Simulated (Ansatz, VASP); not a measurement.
# Co in VASP and in Ansatz

File INCAR:

```
ALGO = Normal
EDIFF = 1E-6
ENCUT = 520
GGA = RE
ISIF = 2
ISMEAR = -1
ISPIN = 2
LASPH = True
LCHARG = False
LMAXMIX = 4
LORBIT = 11
LREAL = False
LWAVE = False
MAGMOM = 1.713 1.713
NBANDS = 20
NELM = 150
PREC = Accurate
SIGMA = 0.05
```

File KPOINTS:

```
k-points
0
Gamma
  18 18 9
```

File POSCAR:

```
Co
1.0
   -1.7091450982      1.4052930181      1.2530048847
    1.4052930181     -1.7091450982      1.2530048847
    3.1729097147      3.1729097147     -1.8095105260
Co
2
Direct
    0.9584519035      0.0415480965      1.0000000000
    0.7915480965      0.2084519035      0.5000000000
```

Input for Ansatz:

```yaml
crystal:
  lattice:
    - [-1.7091450982, 1.4052930181, 1.2530048847]
    - [1.4052930181, -1.7091450982, 1.2530048847]
    - [3.1729097147, 3.1729097147, -1.809510526]
  atoms:
    - { symbol: Co, position: [0.9584519035, 0.0415480965, 1.0], spin: 1.713 }
    - { symbol: Co, position: [0.7915480965, 0.2084519035, 0.5], spin: 1.713 }
hamiltonian:
  xc: revpbe
  pseudopotentials:
    kind: paw
    azcp:
      Co: "pseudopotentials/Co.paw.azcp"
basis:
  ecutwfc: 420
  fft_grid_basis: typed
kpoints:
  mp_grid: { grid: [18, 18, 9], shift: [0, 0, 0] }
magnetization:
  spin_polarized: true
scf:
  occupations: { method: fermi_dirac, width: 0.05 }
  lower_state_search: "off"
output:
  stress: true
```

Alike in both runs: task single point; functional revPBE; k mesh 18 × 18 × 9; occupations fermi-dirac, width 0.05 eV; collinear spin.

```csv
,VASP,Ansatz
version,VASP 6.6.1,Ansatz 0.2.0
potentials or method,"VASP PAW PBE potentials, release 64 (Co), cutoff 520 eV","plane waves (420 eV) with PAW, scalar-relativistic"
valence electrons in the cell,18,34
```

```tsv
	VASP	Ansatz	Ansatz less VASP
pressure (GPa)	-7.9	-7.4	+0.48
traceless stress, the component that is largest in VASP (GPa)	-0.10	-0.08	+0.025
net moment per atom (μB)	1.63	1.64	+0.015
size of the moment on the site where the two differ most (μB)	1.67	1.73	+0.068
```

VASP's potentials were made for PBE, not for revPBE. Site moments also hang on the region over which each program counts them. VASP's potentials hold 18 valence electrons a cell and Ansatz's 34, so a difference there can come from the potentials and not from the codes.
